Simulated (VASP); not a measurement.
# Ca (P4/mmm) in VASP: notebook

Runs on Ca. Level: LDA. Tasks: single point.

All numbers are computed with VASP 6.6.1; they aren't measurements. Logs are shortened: lines on timing, memory, paths and dates and some standing lists are left out, and cuts for length are marked.

### Step 1. The cell of the first run

Symmetry: P4/mmm, No. 123, tetragonal system. The conventional cell has a = 3.489 Å, b = 3.489 Å, c = 3.593 Å, α = 90.00°, β = 90.00°, γ = 90.00°. Ca (site symmetry 4/mmm) has 6 Ca at 3.49 to 3.59 Å within 4.6 Å.

### Step 2. Single point, LDA (strain +0.0300 x Voigt [1, 0, 0, 0, 0, 0])

Contents of INCAR:

```
SYSTEM = Ca
ALGO = Normal
EDIFF = 1E-7
ENCUT = 520
GGA = CA
ISIF = 2
ISMEAR = 0
LASPH = .TRUE.
LCHARG = .TRUE.
LELF = .TRUE.
LREAL = .FALSE.
LVHAR = .TRUE.
LWAVE = .FALSE.
NBANDS = 11
NELM = 60
PREC = Accurate
SIGMA = 0.15
```

Contents of KPOINTS:

```
k-points
0
G
  14 14 14
  0 0 0
```

Contents of POSCAR:

```
Ca
1.0
    3.5933160302      0.0000000000      0.0000000000
    0.0000000000      3.4886563400      0.0000000000
    0.0000000000      0.0000000000      3.4886563400
Ca
1
Direct
    0.0000000000      0.0000000000      0.0000000000
```

Potentials or basis: VASP PAW LDA potentials, release 64 (Ca_sv).

Command:

```console
$ cat potpaw_LDA.64/Ca_sv/POTCAR > POTCAR
$ mpirun -np 1 vasp_std > vasp.out
```

OUTCAR:

```text
SYSTEM = Ca
   EDIFF = 1E-7
   ENCUT = 520
   GGA = CA
   ISIF = 2
   ISMEAR = 0
   LASPH = .TRUE.
   LREAL = .FALSE.
   NELM = 60
   PREC = Accurate

 ion  position               nearest neighbor table
   1  0.000  0.000  0.000-

  LATTYP: Found a simple tetragonal cell.
 ALAT       =     3.4886563400
 C/A-ratio  =     1.0300000000

  Lattice vectors:

 A1 = (   0.0000000000,   3.4886563400,   0.0000000000)
 A2 = (   0.0000000000,   0.0000000000,   3.4886563400)
 A3 = (   3.5933160302,   0.0000000000,   0.0000000000)

Analysis of symmetry for initial positions (statically):
=====================================================================
 Subroutine PRICEL returns:
 Original cell was already a primitive cell.

 Routine SETGRP: Setting up the symmetry group for a
 simple tetragonal supercell.

 Subroutine GETGRP returns: Found 16 space group operations
 (whereof 16 operations were pure point group operations)
 out of a pool of 16 trial point group operations.

The static configuration has the point symmetry D_4h.

Analysis of symmetry for dynamics (positions and initial velocities):
=====================================================================
 Subroutine PRICEL returns:
 Original cell was already a primitive cell.

 Routine SETGRP: Setting up the symmetry group for a
 simple tetragonal supercell.

 Subroutine GETGRP returns: Found 16 space group operations
 (whereof 16 operations were pure point group operations)
 out of a pool of 16 trial point group operations.

The dynamic configuration has the point symmetry D_4h.

 Subroutine INISYM returns: Found 16 space group operations
 (whereof 16 operations are pure point group operations),
 and found     1 'primitive' translations

----------------------------------------------------------------------------------------

                                     Primitive cell

  volume of cell :      43.7333

  direct lattice vectors                    reciprocal lattice vectors
     3.593316030  0.000000000  0.000000000     0.278294476  0.000000000  0.000000000
     0.000000000  3.488656340  0.000000000     0.000000000  0.286643310  0.000000000
     0.000000000  0.000000000  3.488656340     0.000000000  0.000000000  0.286643310

  length of vectors
     3.593316030  3.488656340  3.488656340     0.278294476  0.286643310  0.286643310

  position of ions in fractional coordinates (direct lattice)
     0.000000000  0.000000000  0.000000000

  ion indices of the primitive-cell ions
   primitive index   ion index
                 1           1

----------------------------------------------------------------------------------------

 KPOINTS: k-points

Automatic generation of k-mesh.
 Grid dimensions read from file:
 generate k-points for:   14   14   14

 Generating k-lattice:

  Cartesian coordinates                     Fractional coordinates (reciprocal lattice)
     0.019878177  0.000000000  0.000000000     0.071428571  0.000000000  0.000000000
     0.000000000  0.020474522  0.000000000     0.000000000  0.071428571  0.000000000
     0.000000000  0.000000000  0.020474522     0.000000000  0.000000000  0.071428571

  Length of vectors
     0.019878177  0.020474522  0.020474522

  Shift w.r.t. Gamma in fractional coordinates (k-lattice)
     0.000000000  0.000000000  0.000000000

 Subroutine IBZKPT returns following result:
 ===========================================

 Found    288 irreducible k-points:

 Following reciprocal coordinates:
            Coordinates               Weight
  0.000000  0.000000  0.000000      1.000000
  0.071429  0.000000  0.000000      2.000000
  0.142857  0.000000  0.000000      2.000000
  0.214286  0.000000  0.000000      2.000000
  0.285714  0.000000  0.000000      2.000000
  0.357143  0.000000  0.000000      2.000000
[... 16 lines left out ...]
  0.428571  0.142857  0.000000      8.000000
  0.500000  0.142857  0.000000      4.000000
 [... further k-points ...]
   k-points           NKPTS =    288   k-points in BZ     NKDIM =    288   number of bands    NBANDS=     11
   number of dos      NEDOS =    301   number of ions     NIONS =      1
   total plane-waves  NPLWV =  21952
   dimension x,y,z NGX =    28 NGY =   28 NGZ =   28
   dimension x,y,z NGXF=    56 NGYF=   56 NGZF=   56
   ions per type =               1
   NGX,Y,Z   is equivalent  to a cutoff of  12.95, 13.34, 13.34 a.u.
   NGXF,Y,Z  is equivalent  to a cutoff of  25.91, 26.69, 26.69 a.u.
 SYSTEM =  Ca
   PREC   = accura    normal or accurate (medium, high low for compatibility)
   ISTART =      0    job   : 0-new  1-cont  2-samecut
   ICHARG =      2    charge: 1-file 2-atom 10-const
   ISPIN  =      1    spin polarized calculation?
   LNONCOLLINEAR =      F non collinear calculations
   LSORBIT =      F    spin-orbit coupling
   LASPH  =      T    aspherical Exc in radial PAW
   ENCUT  =  520.0 eV  38.22 Ry    6.18 a.u.   6.68  6.49  6.49*2*pi/ulx,y,z
   NELM   =     60;   NELMIN=  2; NELMDL= -5     # of ELM steps
   EDIFF  = 0.1E-06   stopping-criterion for ELM
   LREAL  =      F    real-space projection
   EDIFFG = 0.1E-05   stopping-criterion for IOM
   NSW    =      0    number of steps for IOM
   IBRION =     -1    ionic relax: 0-MD 1-quasi-New 2-CG
   NFREE  =      0    steps in history (QN), initial steepest desc. (CG)
   ISIF   =      2    stress and relaxation
   ISYM   =      2    0-nonsym 1-usesym 2-fastsym
   POTIM  = 0.5000    time-step for ionic-motion
   TEBEG  =    0.0;   TEEND  =   0.0 temperature during run
   PSTRESS=    0.0 pullay stress
   NELECT =      10.0000    total number of electrons
   NUPDOWN=      -1.0000    fix difference up-down
   EMIN   =  10.00;   EMAX   =-10.00  energy-range for DOS
   EFERMI =   0.00;   METHOD = LEGACY
   ISMEAR =     0;   SIGMA  =   0.15  broadening in eV -4-tet -1-fermi 0-gaus
   EFERMI_NEDOS =   21; number of points for ismear=-14 and -15
   IALGO  =     38    algorithm
   IMIX   =      4    mixing-type and parameters
     AMIX     =   0.40;   BMIX     =  1.00
     AMIX_MAG =   1.60;   BMIX_MAG =  1.00
  volume/ion in A,a.u.               =      43.73       295.13
  Fermi-wavevector in a.u.,A,eV,Ry     =   1.001085  1.891776 13.635363  1.002171
  Thomas-Fermi vector in A             =   2.133484
   LORBIT       =      0    0 simple, 1 ext, 2 COOP (PROOUT), +10 PAW based schemes
   GGA     = CA    functional components
   LHFCALC =     F    Hartree Fock is set to
   AEXX    =    0.0000 exact exchange contribution
   IVDW    =     0    specifies the selected vdW correction
   LEPSILON=     F    determine dielectric tensor
   LRPA    =     F    only Hartree local field effects (RPA)
 non-spin polarized calculation
 Gauss-broadening in eV      SIGMA  =   0.15
  energy-cutoff  :      520.00
  volume of cell :       43.73
 maximum number of plane-waves:      1205
 NGX is ok and might be reduce to    28
   NGX = 13   NGY = 13   NGZ = 13

 number of electron      10.0000000 magnetization

 number of electron       9.9999999 magnetization

 Free energy of the ion-electron system (eV)
  ---------------------------------------------------
  ext. energy  EPLUGINS =         0.00000000
  ---------------------------------------------------
  free energy    TOTEN  =        -1.80027458 eV

  energy without entropy =       -1.78775361  energy(sigma->0) =       -1.79401409

 E-fermi :   1.5376     XC(G=0):  -7.8231

 val. band max:        1.5348628643   @ k =   0.3571   0.4286   0.2857
 cond. band min:       1.5392490270   @ k =   0.0714   0.4286   0.0000
 fundamental gap:      0.0043861627
 Fermi energy:         1.5375556851

 k-point     1 :       0.0000    0.0000    0.0000
  band No.  band energies     occupation
      1     -40.2096      2.00000
      2     -21.4050      2.00000
      3     -21.3827      2.00000
      4     -21.3827      2.00000
      5      -2.2755      2.00000
      6       2.2538      0.00000
      7       2.2603      0.00000
      8       5.4628      0.00000
      9       5.4628      0.00000
     10       5.5532      0.00000
     11       9.5641      0.00000

 k-point     2 :       0.0714    0.0000    0.0000
  band No.  band energies     occupation
      1     -40.2089      2.00000
      2     -21.4140      2.00000
      3     -21.3820      2.00000
      4     -21.3820      2.00000
      5      -2.2071      2.00000
      6       2.2724      0.00000
      7       2.2769      0.00000
      8       5.3939      0.00000
      9       5.3939      0.00000
     10       5.5576      0.00000
     11       9.1274      0.00000

 k-point     3 :       0.1429    0.0000    0.0000
  band No.  band energies     occupation
      1     -40.2069      2.00000
      2     -21.4389      2.00000
      3     -21.3800      2.00000
      4     -21.3800      2.00000
      5      -2.0052      2.00000
      6       2.3078      0.00000
      7       2.3256      0.00000
      8       5.2141      0.00000
      9       5.2141      0.00000
     10       5.5699      0.00000
     11       8.2698      0.00000

 k-point     4 :       0.2143    0.0000    0.0000
  band No.  band energies     occupation
      1     -40.2039      2.00000
      2     -21.4747      2.00000
      3     -21.3771      2.00000
      4     -21.3771      2.00000
      5      -1.6799      2.00000
      6       2.2957      0.00000
      7       2.4048      0.00000
      8       4.9816      0.00000
      9       4.9816      0.00000
     10       5.5877      0.00000
     11       7.4460      0.00000

 k-point     5 :       0.2857    0.0000    0.0000
  band No.  band energies     occupation
      1     -40.2007      2.00000
      2     -21.5141      2.00000
      3     -21.3738      2.00000
      4     -21.3738      2.00000
      5      -1.2473      2.00000
      6       2.1538      0.00000
      7       2.4965      0.00000
      8       4.7516      0.00000
      9       4.7516      0.00000
     10       5.6075      0.00000
     11       6.8456      0.00000
[... 211 lines left out ...]
 k-point    21 :       0.2857    0.1429    0.0000
  band No.  band energies     occupation
      1     -40.1968      2.00000
      2     -21.5093      2.00000
      3     -21.4175      2.00000
      4     -21.3702      2.00000
      5      -0.9739      2.00000
      6       2.2731      0.00000
      7       2.6319      0.00000
      8       4.3625      0.00000
      9       4.7904      0.00000
     10       5.3558      0.00000
     11       7.1673      0.00000

 k-point    22 :       0.3571    0.1429    0.0000
  band No.  band energies     occupation
      1     -40.1939      2.00000
      2     -21.5442      2.00000
      3     -21.4143      2.00000
      4     -21.3673      2.00000
      5      -0.4660      2.00000
      6       1.9336      0.00019
      7       2.7264      0.00000
      8       4.2813      0.00000
      9       4.6101      0.00000
     10       5.3794      0.00000
     11       6.7089      0.00000

 k-point    23 :       0.4286    0.1429    0.0000
  band No.  band energies     occupation
      1     -40.1918      2.00000
      2     -21.5682      2.00000
      3     -21.4120      2.00000
      4     -21.3653      2.00000
      5       0.0853      2.00000
      6       1.4442      1.62122
      7       2.7979      0.00000
      8       4.2608      0.00000
      9       4.4926      0.00000
     10       5.3964      0.00000
     11       6.4784      0.00000

 k-point    24 :       0.5000    0.1429    0.0000
  band No.  band energies     occupation
      1     -40.1911      2.00000
      2     -21.5768      2.00000
      3     -21.4113      2.00000
      4     -21.3646      2.00000
      5       0.4717      2.00000
      6       1.0707      1.99999
      7       2.8248      0.00000
      8       4.2563      0.00000
      9       4.4520      0.00000
     10       5.4025      0.00000
     11       6.4146      0.00000

 [... further k-points ...]
[... 5 lines left out ...]
  --------------------------------------------------------------------------------------
  -------------------------------------------------------------------------------------
  Total       -0.6121128     -0.2771702     -0.2771702     -0.0000000      0.0000000      0.0000000
  in kB      -22.4248861    -10.1541898    -10.1541898     -0.0000000      0.0000000      0.0000000
  external PRESSURE =     -14.2444219 kB  Pullay stress =       0.0000000 kB

 VOLUME and BASIS-vectors are now :
 -----------------------------------------------------------------------------
  energy-cutoff  :      520.00
  volume of cell :       43.73
      direct lattice vectors                 reciprocal lattice vectors
     3.593316030  0.000000000  0.000000000     0.278294476  0.000000000  0.000000000
     0.000000000  3.488656340  0.000000000     0.000000000  0.286643310  0.000000000
     0.000000000  0.000000000  3.488656340     0.000000000  0.000000000  0.286643310

 POSITION                                       TOTAL-FORCE (eV/Angst)
 -----------------------------------------------------------------------------------
      0.00000      0.00000      0.00000         0.000000      0.000000      0.000000
 -----------------------------------------------------------------------------------
    total drift:                               -0.000000     -0.000000     -0.000000

  FREE ENERGIE OF THE ION-ELECTRON SYSTEM (eV)
  ---------------------------------------------------
  free  energy   TOTEN  =        -1.8002745821 eV

  energy  without entropy=       -1.7877536064  energy(sigma->0) =       -1.79401409
```

Wall time 78 s (1 thread of Intel Xeon Platinum 8488C (Sapphire Rapids), shared host); peak memory 0.24 GiB.

Results:

| Item | Value |
| --- | --- |
| Free energy | -1.8003 eV |
| Pressure | -1.4 GPa |
| Band gap on the k mesh | zero (band 5 reaches 2.12 eV, above the bottom of band 6 at 1.03 eV) |

Caveat: the cell differs from its parent crystal (strain +0.0300 x Voigt [1, 0, 0, 0, 0, 0]).

### Step 3. Single point, LDA (strain +0.0450 x Voigt [1, 0, 0, 0, 0, 0])

Contents of INCAR:

```
ALGO     = Fast           # electronic algorithm
EDIFF    = 1E-6           # SCF threshold, eV
ENCUT    = 520            # plane-wave cutoff, eV
GGA      = CA             # functional
ISIF     = 2              # what is computed and relaxed
ISMEAR   = 0              # smearing method
LASPH    = True           # aspherical terms in the spheres
LCHARG   = True           # write CHGCAR
LELF     = True           # ELF
LREAL    = False          # projectors in reciprocal space
LVHAR    = True         
LWAVE    = False          # write WAVECAR
NBANDS   = 11             # bands
NELM     = 60             # most SCF steps
PREC     = Accurate       # precision mode
SIGMA    = 0.15           # smearing width, eV
```

Contents of KPOINTS:

```
k-points
0
Gamma
  14 14 14
```

POSCAR: that of step 2 with these lines changed.

```diff
@@ -2,3 +2,3 @@
 1.0
-    3.5933160302      0.0000000000      0.0000000000
+    3.6456458753      0.0000000000      0.0000000000
     0.0000000000      3.4886563400      0.0000000000
```

Potentials or basis: VASP PAW LDA potentials, release 64 (Ca_sv).

Command:

```console
$ cat potpaw_LDA.64/Ca_sv/POTCAR > POTCAR
$ mpirun -np 1 vasp_std > vasp.out
```

Run time: 2.1 min. Hardware: 1 thread of Intel Xeon Platinum 8488C (Sapphire Rapids), shared host; peak memory 0.24 GiB.

Results (log left out):

- Free energy: -1.7906 eV
- Pressure: -1.5 GPa
- Band gap on the k mesh: zero (band 5 reaches 2.05 eV, above the bottom of band 6 at 0.94 eV)

Stress tensor (GPa, compression positive):
```
-2.70  0.00  0.00
 0.00 -0.94  0.00
 0.00  0.00 -0.94
```

Levels at points of the mesh, in eV from the Fermi level:
| k point | band 3 | band 4 | band 5 | band 6 | band 7 | band 8 |
| --- | --- | --- | --- | --- | --- | --- |
| (0.00, 0.00, 0.00) | -22.95 | -22.95 | -3.79 | 0.71 | 0.72 | 3.87 |
| (0.50, 0.00, 0.00) | -22.93 | -22.93 | -1.46 | -0.55 | 1.09 | 2.89 |
| (0.00, 0.50, 0.00) | -22.96 | -22.93 | -1.15 | -0.36 | 1.24 | 2.50 |
| (0.50, 0.50, 0.00) | -23.10 | -22.91 | -0.31 | 0.66 | 2.15 | 2.28 |
| (0.00, 0.50, 0.50) | -23.15 | -22.94 | -0.37 | 0.97 | 2.49 | 2.49 |
| (0.50, 0.50, 0.50) | -23.13 | -23.08 | 0.48 | 0.74 | 0.74 | 4.54 |

Caveat: the cell differs from its parent crystal (strain +0.0450 x Voigt [1, 0, 0, 0, 0, 0]).
